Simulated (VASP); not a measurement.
HC20: single point with LDA

HC20, a slab with vacuum:

```
C H
1.0
     7.20155    0.00000    0.00000
    -3.31941    7.79078    0.00000
     0.00000    0.00000   22.79168
C H
40 2
Direct
  0.25011 0.16670 0.17550
  0.25011 0.66670 0.17550
  0.75011 0.16670 0.17550
  0.75011 0.66670 0.17550
  0.24989 0.33330 0.17550
  0.24989 0.83330 0.17550
  0.74989 0.33330 0.17550
  0.74989 0.83330 0.17550
  0.25011 0.41670 0.22913
  0.25011 0.91670 0.22913
  0.75011 0.41670 0.22913
  0.75011 0.91670 0.22913
  0.24989 0.08330 0.22913
  0.24989 0.58330 0.22913
  0.74989 0.08330 0.22913
  0.74989 0.58330 0.22913
  0.25005 0.16765 0.28273
  0.25005 0.66765 0.28273
  0.75005 0.16765 0.28273
  0.75005 0.66765 0.28273
  0.24995 0.33235 0.28273
  0.24995 0.83235 0.28273
  0.74995 0.33235 0.28273
  0.74995 0.83235 0.28273
  0.25006 0.41834 0.33654
  0.25006 0.91834 0.33654
  0.75006 0.41834 0.33654
  0.75006 0.91834 0.33654
  0.24994 0.08166 0.33654
  0.24994 0.58166 0.33654
  0.74994 0.08166 0.33654
  0.74994 0.58166 0.33654
  0.25019 0.17717 0.38574
  0.25019 0.67717 0.38574
  0.75019 0.17717 0.38574
  0.75019 0.67717 0.38574
  0.24981 0.32283 0.38574
  0.24981 0.82283 0.38574
  0.74981 0.32283 0.38574
  0.74981 0.82283 0.38574
  0.99981 0.25310 0.54369
  0.99981 0.39256 0.54369
```

```
Program             : VASP 6.6.1
Task                : single point
Functional          : LDA
Potentials or basis : VASP PAW LDA potentials, release 64 (C, H)
Cutoff              : 520 eV
k mesh              : 4 × 4 × 1
Occupations         : gaussian, width 0.05 eV
Spin                : no spin polarisation
```

| Quantity | Value |
| --- | --- |
| Largest force | 6.948 eV/Å |

Forces in eV/Å, atoms in the order of the input:
```
C   -2.684  6.313  1.103
C   -2.684  6.311  1.104
C   -2.684  6.313  1.103
C   -2.684  6.312  1.104
C    2.684 -6.313  1.103
C    2.684 -6.311  1.104
C    2.684 -6.313  1.103
C    2.684 -6.312  1.104
C   -0.173  0.415 -1.182
C   -0.174  0.415 -1.183
C   -0.173  0.414 -1.182
C   -0.174  0.414 -1.183
C    0.173 -0.414 -1.182
C    0.174 -0.415 -1.183
C    0.174 -0.414 -1.182
C    0.174 -0.415 -1.183
C    0.001 -0.012  0.009
C    0.001 -0.010  0.011
C    0.001 -0.011  0.009
C    0.001 -0.010  0.011
C   -0.001  0.010  0.010
C   -0.001  0.010  0.011
C   -0.001  0.011  0.009
C   -0.001  0.010  0.011
C   -0.012  0.050  0.016
C   -0.010  0.050  0.008
C   -0.008  0.044  0.013
C   -0.010  0.049  0.007
C    0.009 -0.043  0.008
C    0.010 -0.051  0.009
C    0.008 -0.044  0.013
C    0.010 -0.050  0.008
C    0.032 -0.057  0.069
C    0.032 -0.055  0.061
C    0.035 -0.054  0.064
C    0.034 -0.054  0.059
C   -0.034  0.050  0.060
C   -0.034  0.054  0.062
C   -0.031  0.056  0.064
C   -0.033  0.055  0.061
H   -1.745  4.104 -0.018
H    1.747 -4.101 -0.014
```

Levels at points of the mesh, in eV from the Fermi level:
| k point | band 78 | band 79 | band 80 | band 81 | band 82 | band 83 | band 84 | band 85 |
| --- | --- | --- | --- | --- | --- | --- | --- | --- |
| (0.00, 0.00, 0.00) | -0.92 | -0.82 | -0.19 | -0.04 | 0.01 | 0.51 | 0.63 | 0.73 |
| (0.50, 0.00, 0.00) | -0.97 | -0.97 | -0.12 | -0.12 | 0.18 | 0.18 | 0.84 | 0.85 |
| (0.00, 0.50, 0.00) | -1.09 | -1.09 | -1.09 | -1.09 | 0.63 | 0.63 | 0.66 | 0.66 |
| (0.50, 0.50, 0.00) | -1.17 | -1.17 | -0.79 | -0.79 | 0.51 | 0.51 | 0.77 | 0.77 |

Run time: 90 min on 1 thread of Oxide Virtual Turin-like Processor, on a shared host, peak memory 1.3 GiB.
